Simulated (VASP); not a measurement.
# Zr3TiGe8: single point with PBE

Crystal: Zr3TiGe8.

```
CELL_PARAMETERS angstrom
2.63686 -4.59683 0.00000
2.63686 4.59683 0.00000
0.00000 0.00000 9.04541
ATOMIC_POSITIONS crystal
Zr 0.50000 0.50000 0.50000
Zr 0.00000 0.50000 0.25000
Zr 0.50000 0.00000 0.75000
Ti 0.00000 0.00000 0.00000
Ge 0.50000 0.50000 0.83263
Ge 0.00000 0.00000 0.33263
Ge 0.00000 0.50000 0.91737
Ge 0.50000 0.00000 0.41737
Ge 0.00000 0.50000 0.58263
Ge 0.50000 0.00000 0.08263
Ge 0.50000 0.50000 0.16737
Ge 0.00000 0.00000 0.66737
```

* Program: VASP 6.6.1
* Task: single point
* Functional: PBE
* Potentials or basis: VASP PAW PBE potentials, release 64 (Zr_sv, Ti_sv, Ge_d)
* Cutoff: 500 eV
* k mesh: 4 × 4 × 2
* Occupations: gaussian, width 0.1 eV
* Spin: no spin polarisation

```
Pressure               : -2.2 GPa
Largest force          : 0.380 eV/Å
Band gap on the k mesh : zero (bands 80 and 81 overlap by 1.56 eV)
```

Forces on the atoms (eV/Å):
```
Zr   0.000  0.000  0.000
Zr   0.000  0.000 -0.100
Zr   0.000  0.000  0.100
Ti   0.000  0.000  0.000
Ge   0.000  0.000  0.380
Ge   0.000  0.000 -0.012
Ge   0.000  0.000  0.029
Ge   0.000  0.000 -0.270
Ge   0.000  0.000  0.270
Ge   0.000  0.000 -0.029
Ge   0.000  0.000 -0.380
Ge   0.000  0.000  0.012
```

Stress tensor (GPa, compression positive):
```
-2.87  0.00  0.00
 0.00 -3.21  0.00
 0.00  0.00 -0.67
```

Levels at points of the mesh, in eV from the Fermi level:
| k point | band 76 | band 77 | band 78 | band 79 | band 80 | band 81 | band 82 | band 83 | band 84 | band 85 |
| --- | --- | --- | --- | --- | --- | --- | --- | --- | --- | --- |
| (0.00, 0.00, 0.00) | -1.53 | -1.33 | -1.07 | -1.04 | -0.84 | -0.79 | 1.10 | 1.29 | 1.93 | 2.00 |
| (0.50, 0.00, 0.00) | -0.79 | -0.60 | -0.49 | 0.16 | 0.17 | 0.79 | 0.81 | 1.08 | 1.30 | 1.67 |
| (0.50, 0.50, 0.00) | -1.11 | -0.76 | -0.66 | -0.59 | -0.48 | 0.97 | 1.04 | 1.16 | 1.29 | 1.58 |
| (0.00, 0.00, 0.50) | -1.31 | -1.30 | -1.20 | -1.14 | -1.13 | -0.97 | -0.84 | 0.98 | 1.18 | 2.01 |
| (0.50, 0.00, 0.50) | -1.04 | -0.03 | -0.02 | 0.32 | 0.33 | 0.76 | 0.80 | 1.33 | 1.48 | 1.66 |
| (0.50, 0.50, 0.50) | -1.03 | -0.50 | -0.48 | -0.40 | -0.32 | 0.77 | 0.83 | 0.92 | 0.98 | 1.52 |

Wall time 12 min on 1 thread of Oxide Virtual Turin-like Processor, with other jobs on the host, peak memory 0.42 GiB.
